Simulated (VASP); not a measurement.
# V (P-1) in VASP: a series of runs

The runs below take V through single point, with LDA.

All numbers are computed with VASP 6.6.1; they aren't measurements. Logs are shortened: lines on timing, memory, paths and dates and some standing lists are left out, and cuts for length are marked.

### Step 1. The cell of the first run

The typed cell holds 1 atom: a = 2.703 Å, b = 2.670 Å, c = 2.405 Å, α = 113.75°, β = 107.43°, γ = 104.79°.

### Step 2. Single point, LDA, collinear spin, ferromagnetic start

Contents of INCAR:

```
SYSTEM = V
PREC = Accurate
ENCUT = 520
EDIFF = 1E-7
ISMEAR = -1
SIGMA = 0.1
LREAL = .FALSE.
LASPH = .TRUE.
NELM = 150
ALGO = Normal
ISIF = 2
LWAVE = .FALSE.
LCHARG = .FALSE.
ISPIN = 2
MAGMOM = 2
LORBIT = 11
LMAXMIX = 4
NBANDS = 16
```

Contents of KPOINTS:

```
regular mesh
0
G
  8 9 10
  0 0 0
```

Contents of POSCAR:

```
V
1.0
   -1.3777151500      1.6411906100      1.6479345300
    1.5049757200     -1.4912590400      1.6252635300
    1.2725458600      1.3860897500     -1.4980029600
V
1
Direct
    0.0000000000      0.0000000000      0.0000000000
```

Potentials or basis: VASP PAW LDA potentials, release 64 (V_sv).

Started as:

```console
$ cat potpaw_LDA.64/V_sv/POTCAR > POTCAR
$ mpirun -np 1 vasp_std > vasp.out
```

OUTCAR:

```text
SYSTEM = V
   PREC = Accurate
   ENCUT = 520
   EDIFF = 1E-7
   ISMEAR = -1
   LREAL = .FALSE.
   LASPH = .TRUE.
   NELM = 150
   ISIF = 2
   ISPIN = 2
   LORBIT = 11

 ion  position               nearest neighbor table
   1  0.000  0.000  0.000-

  LATTYP: Found a triclinic cell.
 ALAT       =     3.2791005273
 B/A-ratio  =     1.2970000195
 C/A-ratio  =     0.8243726133
 COS(alpha) =     0.0090842405
 COS(beta)  =     0.6165063658
 COS(gamma) =     0.7042340772

  Lattice vectors:

 A1 = (  -0.1272605700,  -0.1499315700,  -3.2731980600)
 A2 = (  -0.2324298600,   2.8773487900,  -3.1232664900)
 A3 = (   1.3777151500,  -1.6411906100,  -1.6479345300)

Analysis of symmetry for initial positions (statically):
=====================================================================
 Subroutine PRICEL returns:
 Original cell was already a primitive cell.

 Routine SETGRP: Setting up the symmetry group for a
 triclinic supercell.

 Subroutine GETGRP returns: Found  2 space group operations
 (whereof  2 operations were pure point group operations)
 out of a pool of  2 trial point group operations.

The static configuration has the point symmetry S_2 .

Analysis of symmetry for dynamics (positions and initial velocities):
=====================================================================
 Subroutine PRICEL returns:
 Original cell was already a primitive cell.

 Routine SETGRP: Setting up the symmetry group for a
 triclinic supercell.

 Subroutine GETGRP returns: Found  2 space group operations
 (whereof  2 operations were pure point group operations)
 out of a pool of  2 trial point group operations.

The dynamic configuration has the point symmetry S_2 .

Analysis of structural, dynamic, and magnetic symmetry:
=====================================================================
 Subroutine PRICEL returns:
 Original cell was already a primitive cell.

 Routine SETGRP: Setting up the symmetry group for a
 triclinic supercell.

 Subroutine GETGRP returns: Found  2 space group operations
 (whereof  2 operations were pure point group operations)
 out of a pool of  2 trial point group operations.

The overall configuration has the point symmetry S_2 .

 Subroutine INISYM returns: Found  2 space group operations
 (whereof  2 operations are pure point group operations),
 and found     1 'primitive' translations

----------------------------------------------------------------------------------------

                                     Primitive cell

  volume of cell :      13.6852

  direct lattice vectors                    reciprocal lattice vectors
    -1.377715150  1.641190610  1.647934530    -0.001377445  0.315864549  0.291096722
     1.504975720 -1.491259040  1.625263530     0.346555517 -0.002429691  0.292148968
     1.272545860  1.386089750 -1.498002960     0.374481305  0.344842583 -0.030355479

  length of vectors
     2.703200671  2.670259722  2.405125907     0.429545821  0.453274364  0.509974616

  position of ions in fractional coordinates (direct lattice)
     0.000000000  0.000000000  0.000000000

  ion indices of the primitive-cell ions
   primitive index   ion index
                 1           1

----------------------------------------------------------------------------------------

 KPOINTS: regular mesh

Automatic generation of k-mesh.
 Grid dimensions read from file:
 generate k-points for:    8    9   10

 Generating k-lattice:

  Cartesian coordinates                     Fractional coordinates (reciprocal lattice)
    -0.000172181  0.039483069  0.036387090     0.125000000  0.000000000  0.000000000
     0.038506169 -0.000269966  0.032460996     0.000000000  0.111111111  0.000000000
     0.037448130  0.034484258 -0.003035548    -0.000000000  0.000000000  0.100000000

  Length of vectors
     0.053693228  0.050363818  0.050997462

  Shift w.r.t. Gamma in fractional coordinates (k-lattice)
     0.000000000  0.000000000  0.000000000

 Subroutine IBZKPT returns following result:
 ===========================================

 Found    362 irreducible k-points:

 Following reciprocal coordinates:
            Coordinates               Weight
  0.000000  0.000000  0.000000      1.000000
  0.125000 -0.000000 -0.000000      2.000000
  0.250000 -0.000000 -0.000000      2.000000
  0.375000 -0.000000  0.000000      2.000000
  0.500000 -0.000000 -0.000000      1.000000
  0.000000  0.111111  0.000000      2.000000
[... 16 lines left out ...]
  0.125000  0.333333  0.000000      2.000000
  0.250000  0.333333  0.000000      2.000000
 [... further k-points ...]
   k-points           NKPTS =    362   k-points in BZ     NKDIM =    362   number of bands    NBANDS=     16
   number of dos      NEDOS =    301   number of ions     NIONS =      1
   total plane-waves  NPLWV =   7200
   dimension x,y,z NGX =    20 NGY =   20 NGZ =   18
   dimension x,y,z NGXF=    40 NGYF=   40 NGZF=   36
   ions per type =               1
   NGX,Y,Z   is equivalent  to a cutoff of  12.30, 12.45, 12.44 a.u.
   NGXF,Y,Z  is equivalent  to a cutoff of  24.60, 24.90, 24.88 a.u.
 SYSTEM =  V
   PREC   = accura    normal or accurate (medium, high low for compatibility)
   ISTART =      0    job   : 0-new  1-cont  2-samecut
   ICHARG =      2    charge: 1-file 2-atom 10-const
   ISPIN  =      2    spin polarized calculation?
   LNONCOLLINEAR =      F non collinear calculations
   LSORBIT =      F    spin-orbit coupling
   LASPH  =      T    aspherical Exc in radial PAW
   ENCUT  =  520.0 eV  38.22 Ry    6.18 a.u.   5.03  4.96  4.47*2*pi/ulx,y,z
   NELM   =    150;   NELMIN=  2; NELMDL= -5     # of ELM steps
   EDIFF  = 0.1E-06   stopping-criterion for ELM
   LREAL  =      F    real-space projection
   EDIFFG = 0.1E-05   stopping-criterion for IOM
   NSW    =      0    number of steps for IOM
   IBRION =     -1    ionic relax: 0-MD 1-quasi-New 2-CG
   NFREE  =      0    steps in history (QN), initial steepest desc. (CG)
   ISIF   =      2    stress and relaxation
   ISYM   =      2    0-nonsym 1-usesym 2-fastsym
   POTIM  = 0.5000    time-step for ionic-motion
   TEBEG  =    0.0;   TEEND  =   0.0 temperature during run
   PSTRESS=    0.0 pullay stress
   NELECT =      13.0000    total number of electrons
   NUPDOWN=      -1.0000    fix difference up-down
   EMIN   =  10.00;   EMAX   =-10.00  energy-range for DOS
   EFERMI =   0.00;   METHOD = LEGACY
   ISMEAR =    -1;   SIGMA  =   0.10  broadening in eV -4-tet -1-fermi 0-gaus
   EFERMI_NEDOS =   21; number of points for ismear=-14 and -15
   IALGO  =     38    algorithm
   IMIX   =      4    mixing-type and parameters
     AMIX     =   0.40;   BMIX     =  1.00
     AMIX_MAG =   1.60;   BMIX_MAG =  1.00
  volume/ion in A,a.u.               =      13.69        92.35
  Fermi-wavevector in a.u.,A,eV,Ry     =   1.609306  3.041147 35.237248  2.589865
  Thomas-Fermi vector in A             =   2.705037
   LORBIT       =     11    0 simple, 1 ext, 2 COOP (PROOUT), +10 PAW based schemes
   GGA     = CA    functional components
   LHFCALC =     F    Hartree Fock is set to
   AEXX    =    0.0000 exact exchange contribution
   IVDW    =     0    specifies the selected vdW correction
   LEPSILON=     F    determine dielectric tensor
   LRPA    =     F    only Hartree local field effects (RPA)
 spin polarized calculation
  energy-cutoff  :      520.00
  volume of cell :       13.69
 maximum number of plane-waves:       379
   NGX =  9   NGY =  9   NGZ =  9

 number of electron      13.0000001 magnetization       0.0005416

 number of electron      13.0000001 magnetization      -0.0001386

 Free energy of the ion-electron system (eV)
  ---------------------------------------------------
  ext. energy  EPLUGINS =         0.00000000
  ---------------------------------------------------
  free energy    TOTEN  =        -9.85354295 eV

  energy without entropy =       -9.80654462  energy(sigma->0) =       -9.83004378

 E-fermi :   9.4321     XC(G=0): -13.1194

 val. band max:        9.4294160311   @ k =  -0.2500   0.2222   0.5000
 cond. band min:       9.4357425259   @ k =   0.5000  -0.4444   0.1000
 fundamental gap:      0.0063264948
 Fermi energy:         9.4321257909

 spin component 1

 k-point     1 :       0.0000    0.0000    0.0000
  band No.  band energies     occupation
      1     -53.6904      1.00000
      2     -27.5725      1.00000
      3     -27.4530      1.00000
      4     -27.1078      1.00000
      5       2.8353      1.00000
      6       8.6805      0.99946
[... 8 lines left out ...]
     15      36.5523      0.00000
     16      38.3824      0.00000

 k-point     2 :       0.1250   -0.0000   -0.0000
  band No.  band energies     occupation
      1     -53.6723      1.00000
      2     -27.6752      1.00000
      3     -27.4713      1.00000
      4     -27.1108      1.00000
      5       3.3444      1.00000
      6       8.6429      0.99963
[... 8 lines left out ...]
     15      36.0445      0.00000
     16      39.0669      0.00000
[... 387 lines left out ...]
      5       6.3478      1.00000
      6       8.0544      1.00000
[... 8 lines left out ...]
     15      37.7793      0.00000
     16      38.9413      0.00000

 k-point    24 :       0.2500    0.3333    0.0000
  band No.  band energies     occupation
      1     -53.5260      1.00000
      2     -28.1099      1.00000
      3     -27.9042      1.00000
      4     -27.1795      1.00000
      5       7.2041      1.00000
      6       7.9026      1.00000
[... 8 lines left out ...]
     15      36.8559      0.00000
     16      41.2086      0.00000

 [... further k-points ...]

 spin component 2

 k-point     1 :       0.0000    0.0000    0.0000
  band No.  band energies     occupation
      1     -53.6905      1.00000
      2     -27.5726      1.00000
      3     -27.4531      1.00000
      4     -27.1079      1.00000
      5       2.8353      1.00000
      6       8.6804      0.99946
[... 8 lines left out ...]
     15      36.5523      0.00000
     16      38.3824      0.00000

 k-point     2 :       0.1250   -0.0000   -0.0000
  band No.  band energies     occupation
      1     -53.6725      1.00000
      2     -27.6753      1.00000
      3     -27.4714      1.00000
      4     -27.1109      1.00000
      5       3.3444      1.00000
      6       8.6428      0.99963
[... 8 lines left out ...]
     15      36.0444      0.00000
     16      39.0668      0.00000
[... 387 lines left out ...]
      5       6.3478      1.00000
      6       8.0543      1.00000
[... 8 lines left out ...]
     15      37.7793      0.00000
     16      38.9412      0.00000

 k-point    24 :       0.2500    0.3333    0.0000
  band No.  band energies     occupation
      1     -53.5261      1.00000
      2     -28.1100      1.00000
      3     -27.9043      1.00000
      4     -27.1796      1.00000
      5       7.2040      1.00000
      6       7.9025      1.00000
[... 8 lines left out ...]
     15      36.8558      0.00000
     16      41.2085      0.00000

 [... further k-points ...]
[... 5 lines left out ...]
  --------------------------------------------------------------------------------------
  -------------------------------------------------------------------------------------
  Total       -0.4153753     -1.1742837     -1.8237430     -0.0877493     -0.1668024     -0.0166336
  in kB      -48.6294161   -137.4774205   -213.5118433    -10.2731166    -19.5281258     -1.9473478
  external PRESSURE =    -133.2062266 kB  Pullay stress =       0.0000000 kB

 VOLUME and BASIS-vectors are now :
 -----------------------------------------------------------------------------
  energy-cutoff  :      520.00
  volume of cell :       13.69
      direct lattice vectors                 reciprocal lattice vectors
    -1.377715150  1.641190610  1.647934530    -0.001377445  0.315864549  0.291096722
     1.504975720 -1.491259040  1.625263530     0.346555517 -0.002429691  0.292148968
     1.272545860  1.386089750 -1.498002960     0.374481305  0.344842583 -0.030355479

 POSITION                                       TOTAL-FORCE (eV/Angst)
 -----------------------------------------------------------------------------------
      0.00000      0.00000      0.00000         0.000000      0.000000      0.000000
 -----------------------------------------------------------------------------------
    total drift:                                0.000000     -0.000000      0.000000

  FREE ENERGIE OF THE ION-ELECTRON SYSTEM (eV)
  ---------------------------------------------------
  free  energy   TOTEN  =        -9.8535429453 eV

  energy  without entropy=       -9.8065446180  energy(sigma->0) =       -9.83004378

 total charge

# of ion       s       p       d       tot
------------------------------------------
    1        2.341   6.210   3.133  11.684

 magnetization (x)

# of ion       s       p       d       tot
------------------------------------------
    1       -0.000  -0.000  -0.000  -0.000
```

Wall time 2.6 min (1 thread of Intel Xeon 8259CL, shared host); peak memory 0.21 GiB.

Results:

```yaml
Free_energy: -9.8535 eV
Pressure: -13.3 GPa
Net_moment: 0.00 μB per cell
Valence_electrons_inside_the_program's_atomic_spheres: V 11.68
```

Levels at points of the mesh, in eV from the Fermi level:
Spin up:
| k point | band 2 | band 3 | band 4 | band 5 | band 6 | band 7 | band 8 | band 9 | band 10 | band 11 |
| --- | --- | --- | --- | --- | --- | --- | --- | --- | --- | --- |
| (0.00, 0.00, 0.00) | -37.00 | -36.89 | -36.54 | -6.60 | -0.75 | 0.14 | 1.06 | 1.93 | 2.87 | 17.82 |
| (0.50, 0.00, 0.00) | -37.69 | -37.00 | -36.55 | -3.28 | -0.84 | 0.21 | 1.93 | 2.78 | 3.50 | 8.27 |
| (0.00, 0.00, 0.50) | -37.84 | -37.21 | -36.95 | -3.30 | -1.84 | 2.21 | 2.98 | 3.09 | 4.16 | 11.46 |
| (0.50, 0.00, 0.50) | -37.87 | -37.16 | -36.94 | -3.22 | -1.14 | 1.29 | 2.56 | 2.89 | 4.05 | 10.91 |
Spin down:
```csv
k point,band 3,band 4,band 5,band 6,band 7,band 8,band 9,band 10
"(0.00, 0.00, 0.00)",-36.89,-36.54,-6.60,-0.75,0.14,1.06,1.93,2.87
"(0.50, 0.00, 0.00)",-37.01,-36.55,-3.28,-0.84,0.21,1.93,2.78,3.50
"(0.00, 0.00, 0.50)",-37.21,-36.95,-3.30,-1.84,2.21,2.98,3.09,4.16
"(0.50, 0.00, 0.50)",-37.16,-36.94,-3.22,-1.14,1.29,2.56,2.89,4.05
```

Caveat: the stress differs along the axes, from -21 to -5 GPa; the moments typed at the start vanished in this run.

### Step 3. Single point, LDA, collinear spin, ferromagnetic start

Contents of INCAR:

```
  PREC = Accurate
  ENCUT = 520
  EDIFF = 1E-6
  ISMEAR = -1
  SIGMA = 0.1
  LREAL = F
  LASPH = T
  NELM = 150
  ALGO = Normal
  ISIF = 2
  LWAVE = F
  LCHARG = T
  ISPIN = 2
  MAGMOM = 2
  LORBIT = 11
  LMAXMIX = 4
  GGA = CA
  LELF = T
  LVHAR = T
  NBANDS = 16
```

Contents of KPOINTS:

```
Automatic mesh
0
Gamma
  8 9 10
```

POSCAR is that of step 2.

Potentials or basis: VASP PAW LDA potentials, release 64 (V_sv).

Started as:

```console
$ cat potpaw_LDA.64/V_sv/POTCAR > POTCAR
$ mpirun -np 1 vasp_std > vasp.out
```

Run time: 2.5 min. Hardware: 1 thread of Intel Xeon 8259CL, shared host; peak memory 0.21 GiB.

Results (log left out):

```
Free energy                                           : -9.8535 eV
Pressure                                              : -13.4 GPa
Net moment                                            : 0.00 μB per cell
Valence electrons inside the program's atomic spheres : V 11.68
```

Stress tensor (GPa, compression positive):
```
 -4.91  -1.03  -0.19
 -1.03 -13.79  -1.95
 -0.19  -1.95 -21.40
```

Levels at points of the mesh, in eV from the Fermi level:
Spin up:
```csv
k point,band 3,band 4,band 5,band 6,band 7,band 8,band 9,band 10
"(0.00, 0.00, 0.00)",-36.89,-36.54,-6.60,-0.75,0.14,1.06,1.93,2.87
"(0.50, 0.00, 0.00)",-37.00,-36.55,-3.28,-0.84,0.21,1.93,2.78,3.50
"(0.00, 0.00, 0.50)",-37.21,-36.95,-3.30,-1.84,2.21,2.98,3.09,4.16
"(0.50, 0.00, 0.50)",-37.16,-36.94,-3.22,-1.14,1.29,2.56,2.89,4.05
```
Spin down:
| k point | band 4 | band 5 | band 6 | band 7 | band 8 | band 9 |
| --- | --- | --- | --- | --- | --- | --- |
| (0.00, 0.00, 0.00) | -36.54 | -6.60 | -0.75 | 0.14 | 1.06 | 1.93 |
| (0.50, 0.00, 0.00) | -36.55 | -3.28 | -0.84 | 0.21 | 1.93 | 2.78 |
| (0.00, 0.00, 0.50) | -36.95 | -3.30 | -1.84 | 2.21 | 2.98 | 3.09 |
| (0.50, 0.00, 0.50) | -36.94 | -3.22 | -1.14 | 1.29 | 2.56 | 2.89 |

Caveat: the stress differs along the axes, from -21 to -5 GPa; the moments typed at the start vanished in this run.

### Step 4. Single point, LDA, collinear spin, ferromagnetic start

Contents of INCAR:

```
SYSTEM = V
PREC = Accurate
ENCUT = 520
EDIFF = 1E-6
ISMEAR = -1
SIGMA = 0.1
LREAL = .False.
LASPH = .True.
NELM = 150
ALGO = Normal
ISIF = 2
LWAVE = .False.
LCHARG = .False.
ISPIN = 2
MAGMOM = 2
LORBIT = 11
LMAXMIX = 4
GGA = CA
NBANDS = 16
```

Contents of KPOINTS:

```
Automatic mesh
0
Gamma
  8 9 10
  0 0 0
```

POSCAR is that of step 3.

Started as:

```console
$ cat potpaw_LDA.64/V_sv/POTCAR > POTCAR
$ mpirun -np 1 vasp_std > vasp.out
```

Run time: 3.1 min. Hardware: 1 thread of Intel Xeon 8259CL, shared host; peak memory 0.21 GiB.

Results (log left out):

```yaml
Free_energy: -9.8535 eV
Pressure: -13.4 GPa
Net_moment: 0.00 μB per cell
Valence_electrons_inside_the_program's_atomic_spheres: V 11.68
```

Stress tensor (GPa, compression positive):
```
 -4.91  -1.03  -0.19
 -1.03 -13.79  -1.95
 -0.19  -1.95 -21.40
```

Levels at points of the mesh, in eV from the Fermi level:
Spin up:
```
           k point  band 2  band 3  band 4  band 5  band 6  band 7  band 8  band 9  band 10  band 11
(0.00, 0.00, 0.00)  -37.00  -36.89  -36.54   -6.60   -0.75    0.14    1.06    1.93     2.87    17.82
(0.50, 0.00, 0.00)  -37.69  -37.00  -36.55   -3.28   -0.84    0.21    1.93    2.78     3.50     8.27
(0.00, 0.00, 0.50)  -37.85  -37.21  -36.95   -3.30   -1.84    2.21    2.98    3.09     4.16    11.46
(0.50, 0.00, 0.50)  -37.87  -37.16  -36.94   -3.22   -1.14    1.29    2.56    2.89     4.05    10.91
```
Spin down:
| k point | band 3 | band 4 | band 5 | band 6 | band 7 | band 8 | band 9 | band 10 |
| --- | --- | --- | --- | --- | --- | --- | --- | --- |
| (0.00, 0.00, 0.00) | -36.89 | -36.54 | -6.60 | -0.75 | 0.14 | 1.06 | 1.93 | 2.87 |
| (0.50, 0.00, 0.00) | -37.01 | -36.55 | -3.28 | -0.84 | 0.21 | 1.93 | 2.78 | 3.50 |
| (0.00, 0.00, 0.50) | -37.21 | -36.95 | -3.30 | -1.84 | 2.21 | 2.98 | 3.09 | 4.16 |
| (0.50, 0.00, 0.50) | -37.16 | -36.94 | -3.22 | -1.14 | 1.29 | 2.56 | 2.89 | 4.05 |

Caveat: the stress differs along the axes, from -21 to -5 GPa; the moments typed at the start vanished in this run.
